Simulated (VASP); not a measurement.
# Ge3Pt2 (Pnma) in VASP: single point with r2SCAN

Aim: the single point of Ge3Pt2 with r2SCAN.

Everything below comes from runs of VASP 6.6.1. Logs are shortened: lines on timing, memory, paths and dates and some standing lists are left out, and cuts for length are marked.

## 1. The cell of the first run

It takes space group Pnma (No. 62, orthorhombic). The conventional cell has a = 16.384 Å, b = 3.469 Å, c = 6.205 Å, α = 90.00°, β = 90.00°, γ = 90.00°. Within 3.3 Å of Ge (site symmetry m) lie 5 Pt at 2.50 to 2.62 Å and 2 Ge at 3.00 Å. Within 3.3 Å of Ge (site symmetry m) lie 3 Pt at 2.49 Å and 1 Ge at 2.52 Å. Ge (site symmetry m) has 1 Ge at 2.52 Å and 4 Pt at 2.53 to 2.62 Å within 3.3 Å. Within 3.3 Å of Pt (site symmetry m) lie 6 Ge at 2.49 to 2.55 Å and 1 Pt at 2.97 Å. Pt (site symmetry m) has 6 Ge at 2.50 to 2.62 Å and 3 Pt at 2.97 to 3.00 Å within 3.3 Å.

## 2. Single point, r2SCAN

Input file POSCAR:

```
Ge3Pt2
1.0
   16.3835897700      0.0000000000      0.0000000000
    0.0000000000      3.4687399300      0.0000000000
    0.0000000000      0.0000000000      6.2048443800
Ge Pt
12 8
Direct
    0.4292133600      0.2500000000      0.9374875500
    0.7319602100      0.2500000000      0.8402067700
    0.5707866400      0.7500000000      0.0625124500
    0.9292133600      0.2500000000      0.5625124500
    0.3884986300      0.7500000000      0.4114818100
    0.6115013700      0.2500000000      0.5885181900
    0.0707866400      0.7500000000      0.4374875500
    0.7680397900      0.7500000000      0.3402067700
    0.2680397900      0.7500000000      0.1597932300
    0.2319602100      0.2500000000      0.6597932300
    0.8884986300      0.7500000000      0.0885181900
    0.1115013700      0.2500000000      0.9114818100
    0.6707388400      0.2500000000      0.2080392800
    0.9931930100      0.2500000000      0.1964551200
    0.1707388400      0.2500000000      0.2919607200
    0.5068069900      0.7500000000      0.6964551200
    0.4931930100      0.2500000000      0.3035448800
    0.8292611600      0.7500000000      0.7080392800
    0.3292611600      0.7500000000      0.7919607200
    0.0068069900      0.7500000000      0.8035448800
```

Input file INCAR.step1:

```
ALGO     = Normal         # electronic algorithm
EDIFF    = 1E-4           # SCF threshold, eV
ENCUT    = 520            # plane-wave cutoff, eV
GGA      = PE             # functional
ISMEAR   = 0              # smearing method
KPAR     = 4            
LASPH    = T              # aspherical terms in the spheres
LCHARG   = F              # write CHGCAR
LREAL    = Auto         
LWAVE    = T              # write WAVECAR
NBANDS   = 140            # bands
NELM     = 80             # most SCF steps
PREC     = Accurate       # precision mode
SIGMA    = 0.1            # smearing width, eV
```

Input file INCAR.step2:

```
ALGO     = Normal         # electronic algorithm
EDIFF    = 1E-7           # SCF threshold, eV
ENCUT    = 520            # plane-wave cutoff, eV
ISIF     = 2              # what is computed and relaxed
ISMEAR   = 0              # smearing method
ISTART   = 1            
KPAR     = 4            
LASPH    = T              # aspherical terms in the spheres
LCHARG   = F              # write CHGCAR
LMIXTAU  = T            
LREAL    = Auto         
LWAVE    = F              # write WAVECAR
METAGGA  = R2SCAN         # meta-GGA
NBANDS   = 140            # bands
NELM     = 80             # most SCF steps
PREC     = Accurate       # precision mode
SIGMA    = 0.1            # smearing width, eV
```

Input file KPOINTS:

```
k-points
0
Gamma
  1 6 4
```

Potentials or basis: VASP PAW PBE potentials, release 64 (Ge_d, Pt).

Command:

```sh
$ cat potpaw_PBE.64/Ge_d/POTCAR potpaw_PBE.64/Pt/POTCAR > POTCAR
$ cp INCAR.step1 INCAR
$ mpirun -np 4 vasp_std > vasp.out
$ cp INCAR.step2 INCAR
$ mpirun -np 4 vasp_std > vasp.out
```

OUTCAR:

```text
EDIFF = 1E-7
   ENCUT = 520
   ISIF = 2
   ISMEAR = 0
   ISTART = 1
   LASPH = T
   LREAL = Auto
   METAGGA = R2SCAN
   NELM = 80
   PREC = Accurate

 ion  position               nearest neighbor table
   1  0.429  0.250  0.937-  17 2.50  19 2.55  19 2.55  16 2.62  16 2.62
   2  0.732  0.250  0.840-  13 2.49  18 2.49  18 2.49   6 2.52
   3  0.571  0.750  0.063-  16 2.50  13 2.55  13 2.55  17 2.62  17 2.62
   4  0.929  0.250  0.563-  14 2.50  18 2.55  18 2.55  20 2.62  20 2.62
   5  0.388  0.750  0.411-   9 2.52  17 2.53  17 2.53  19 2.55  16 2.62
   6  0.612  0.250  0.589-   2 2.52  16 2.53  16 2.53  13 2.55  17 2.62
   7  0.071  0.750  0.437-  20 2.50  15 2.55  15 2.55  14 2.62  14 2.62
   8  0.768  0.750  0.340-  18 2.49  13 2.49  13 2.49  11 2.52
   9  0.268  0.750  0.160-  19 2.49  15 2.49  15 2.49   5 2.52
  10  0.232  0.250  0.660-  15 2.49  19 2.49  19 2.49  12 2.52
  11  0.888  0.750  0.089-   8 2.52  14 2.53  14 2.53  18 2.55  20 2.62
  12  0.112  0.250  0.911-  10 2.52  20 2.53  20 2.53  15 2.55  14 2.62
  13  0.671  0.250  0.208-   2 2.49   8 2.49   8 2.49   3 2.55   3 2.55   6 2.55  17 2.97
  14  0.993  0.250  0.196-   4 2.50  11 2.53  11 2.53   7 2.62   7 2.62  12 2.62  15 2.97  20 3.00
                            20 3.00
  15  0.171  0.250  0.292-  10 2.49   9 2.49   9 2.49   7 2.55   7 2.55  12 2.55  14 2.97
  16  0.507  0.750  0.696-   3 2.50   6 2.53   6 2.53   1 2.62   1 2.62   5 2.62  19 2.97  17 3.00
                            17 3.00
  17  0.493  0.250  0.304-   1 2.50   5 2.53   5 2.53   3 2.62   3 2.62   6 2.62  13 2.97  16 3.00
                            16 3.00
  18  0.829  0.750  0.708-   8 2.49   2 2.49   2 2.49   4 2.55   4 2.55  11 2.55  20 2.97
  19  0.329  0.750  0.792-   9 2.49  10 2.49  10 2.49   1 2.55   1 2.55   5 2.55  16 2.97
  20  0.007  0.750  0.804-   7 2.50  12 2.53  12 2.53   4 2.62   4 2.62  11 2.62  18 2.97  14 3.00
                            14 3.00

  LATTYP: Found a simple orthorhombic cell.
 ALAT       =     3.4687399300
 B/A-ratio  =     1.7887891584
 C/A-ratio  =     4.7232107626

  Lattice vectors:

 A1 = (   0.0000000000,   3.4687399300,   0.0000000000)
 A2 = (   0.0000000000,   0.0000000000,   6.2048443800)
 A3 = (  16.3835897700,   0.0000000000,   0.0000000000)

Analysis of symmetry for initial positions (statically):
=====================================================================
 Subroutine PRICEL returns:
 Original cell was already a primitive cell.

 Routine SETGRP: Setting up the symmetry group for a
 simple orthorhombic supercell.

 Subroutine GETGRP returns: Found  8 space group operations
 (whereof  2 operations were pure point group operations)
 out of a pool of  8 trial point group operations.

The static configuration has the point symmetry S_2 .
 The point group associated with its full space group is D_2h.
[... 147 lines left out ...]
   PSTRESS=    0.0 pullay stress
   NELECT =     248.0000    total number of electrons
   NUPDOWN=      -1.0000    fix difference up-down
   EMIN   =  10.00;   EMAX   =-10.00  energy-range for DOS
   EFERMI =   0.00;   METHOD = LEGACY
   ISMEAR =     0;   SIGMA  =   0.10  broadening in eV -4-tet -1-fermi 0-gaus
   EFERMI_NEDOS =   21; number of points for ismear=-14 and -15
   IALGO  =     38    algorithm
   IMIX   =      4    mixing-type and parameters
     AMIX     =   0.40;   BMIX     =  1.00
     AMIX_MAG =   1.60;   BMIX_MAG =  1.00
  volume/ion in A,a.u.               =      17.63       118.98
  Fermi-wavevector in a.u.,A,eV,Ry     =   1.455866  2.751188 28.838183  2.119547
  Thomas-Fermi vector in A             =   2.572851
   LORBIT       =      0    0 simple, 1 ext, 2 COOP (PROOUT), +10 PAW based schemes
   METAGGA = R2SCAN    functional components
   LHFCALC =     F    Hartree Fock is set to
   AEXX    =    0.0000 exact exchange contribution
   IVDW    =     0    specifies the selected vdW correction
   LEPSILON=     F    determine dielectric tensor
   LRPA    =     F    only Hartree local field effects (RPA)
 non-spin polarized calculation
 Gauss-broadening in eV      SIGMA  =   0.10
  energy-cutoff  :      520.00
  volume of cell :      352.62
 maximum number of plane-waves:      9547
 NGX is ok and might be reduce to   126
   NGX = 61   NGY = 13   NGZ = 23

 number of electron     247.9999992 magnetization

 Free energy of the ion-electron system (eV)
  ---------------------------------------------------
  ext. energy  EPLUGINS =         0.00000000
  ---------------------------------------------------
  free energy    TOTEN  =      -586.74980654 eV

  energy without entropy =     -586.72717495  energy(sigma->0) =     -586.73849075

 E-fermi :   7.8401     XC(G=0): -12.8899

 val. band max:        7.8351940469   @ k =   0.0000   0.3333   0.2500
 cond. band min:       7.9182525568   @ k =   0.0000   0.0000   0.2500
 fundamental gap:      0.0830585099
 Fermi energy:         7.8400976391

 k-point     1 :       0.0000    0.0000    0.0000
  band No.  band energies     occupation
      1     -17.7218      2.00000
      2     -17.7216      2.00000
      3     -17.7018      2.00000
      4     -17.7018      2.00000
      5     -17.6863      2.00000
      6     -17.6861      2.00000
[... 1657 lines left out ...]
    135      10.3892      0.00000
    136      10.3892      0.00000
 [bands above 136 left out]

------------------------ aborting loop because EDIFF is reached ----------------------------------------

  FORCE on cell =-STRESS in cart. coord.  units (eV):
  Direction    XX          YY          ZZ          XY          YZ          ZX
  --------------------------------------------------------------------------------------
  -------------------------------------------------------------------------------------
  Total       -0.2626825      0.4041376      0.0679755      0.0000000     -0.0000000      0.0000000
  in kB       -1.1935208      1.8362346      0.3088524      0.0000000     -0.0000000      0.0000000
  external PRESSURE =       0.3171887 kB  Pullay stress =       0.0000000 kB

 VOLUME and BASIS-vectors are now :
 -----------------------------------------------------------------------------
  energy-cutoff  :      520.00
  volume of cell :      352.62
      direct lattice vectors                 reciprocal lattice vectors
    16.383589770  0.000000000  0.000000000     0.061036685  0.000000000  0.000000000
     0.000000000  3.468739930  0.000000000     0.000000000  0.288289125  0.000000000
     0.000000000  0.000000000  6.204844380     0.000000000  0.000000000  0.161164397

 POSITION                                       TOTAL-FORCE (eV/Angst)
 -----------------------------------------------------------------------------------
      7.03206      0.86718      5.81696         0.132901     -0.000000     -0.039207
     11.99214      0.86718      5.21335         0.017162      0.000000      0.004171
      9.35153      2.60155      0.38788        -0.132901      0.000000      0.039207
     15.22385      0.86718      3.49030         0.132901     -0.000000      0.039207
      6.36500      2.60155      2.55318         0.116783      0.000000      0.008962
     10.01859      0.86718      3.65166        -0.116783      0.000000     -0.008962
[... 12 lines left out ...]
      5.39448      2.60155      4.91399         0.004767     -0.000000     -0.048022
      0.11152      2.60155      4.98587         0.025078      0.000000      0.029598
 -----------------------------------------------------------------------------------
    total drift:                                0.000000      0.000000      0.000000

  FREE ENERGIE OF THE ION-ELECTRON SYSTEM (eV)
  ---------------------------------------------------
  free  energy   TOTEN  =      -586.7498065434 eV

  energy  without entropy=     -586.7271749484  energy(sigma->0) =     -586.73849075
```

OSZICAR.step1:

```text
N       E                     dE             d eps       ncg     rms          rms(c)
DAV:   1     0.499528046213E+04    0.49953E+04   -0.88891E+04  4216   0.468E+03
DAV:   2     0.100105414899E+04   -0.39942E+04   -0.38551E+04  3360   0.138E+03
DAV:   3     0.244703644752E+02   -0.97658E+03   -0.93468E+03  3420   0.336E+02
DAV:   4    -0.108008807071E+03   -0.13248E+03   -0.12493E+03  3980   0.125E+02
DAV:   5    -0.115383672041E+03   -0.73749E+01   -0.72253E+01  3808   0.295E+01    0.280E+01
DAV:   6    -0.111930823895E+03    0.34528E+01   -0.29514E+01  5128   0.240E+01    0.136E+01
DAV:   7    -0.111233892868E+03    0.69693E+00   -0.57588E+00  3840   0.108E+01    0.637E+00
DAV:   8    -0.111049324735E+03    0.18457E+00   -0.79528E-01  3784   0.539E+00    0.171E+00
DAV:   9    -0.111030337215E+03    0.18988E-01   -0.19928E-01  4520   0.284E+00    0.555E-01
DAV:  10    -0.111030246714E+03    0.90502E-04   -0.21246E-02  4448   0.922E-01    0.342E-01
DAV:  11    -0.111030534699E+03   -0.28799E-03   -0.79733E-03  4048   0.528E-01    0.998E-02
DAV:  12    -0.111030332882E+03    0.20182E-03   -0.11375E-03  3808   0.428E-01    0.395E-02
DAV:  13    -0.111030299472E+03    0.33410E-04   -0.32831E-04  2512   0.123E-01
   1 F= -.11103030E+03 E0= -.11101870E+03  d E =-.231907E-01
```

Run time: 20 min. Hardware: 4 MPI ranks of AMD EPYC 9755, shared host; peak memory 0.68 GiB.

What came out:

* Free energy: -586.7498 eV
* Pressure: 0.0 GPa
* Largest force: 0.139 eV/Å
* Band gap on the k mesh: zero (bands 124 and 125 overlap by 2.34 eV)

Forces on the atoms (eV/Å):
```
Ge   0.133  0.000 -0.039
Ge   0.017  0.000  0.004
Ge  -0.133  0.000  0.039
Ge   0.133  0.000  0.039
Ge   0.117  0.000  0.009
Ge  -0.117  0.000 -0.009
Ge  -0.133  0.000 -0.039
Ge  -0.017  0.000  0.004
Ge  -0.017  0.000 -0.004
Ge   0.017  0.000 -0.004
Ge   0.117  0.000 -0.009
Ge  -0.117  0.000  0.009
Pt  -0.005  0.000  0.048
Pt  -0.025  0.000 -0.030
Pt  -0.005  0.000 -0.048
Pt   0.025  0.000 -0.030
Pt  -0.025  0.000  0.030
Pt   0.005  0.000  0.048
Pt   0.005  0.000 -0.048
Pt   0.025  0.000  0.030
```

Levels at points of the mesh, in eV from the Fermi level:
```csv
k point,band 120,band 121,band 122,band 123,band 124,band 125,band 126,band 127,band 128,band 129
"(0.00, 0.00, 0.00)",-1.57,-0.86,-0.68,0.27,1.26,1.58,1.84,2.11,2.19,2.34
"(0.00, 0.50, 0.00)",-1.90,-1.40,-1.40,-1.33,-1.33,-1.07,-1.07,-1.03,-1.03,0.51
"(0.00, 0.00, 0.50)",-0.93,-0.47,-0.47,1.20,1.20,1.98,1.98,2.32,2.32,2.53
"(0.00, 0.50, 0.50)",-2.02,-1.92,-1.92,-1.77,-1.77,0.42,0.42,0.73,0.73,1.24
```

Caveat: the k points lie up to 0.38 Å⁻¹ apart, too coarse for converged energies and pressures of a metal; the PAW data sets were made with another functional, which shifts forces and pressure a little; spin-orbit coupling is left out, which moves the levels of the heavy elements.

The gap in the log of VASP goes by the Fermi energy; the results here count the filled bands.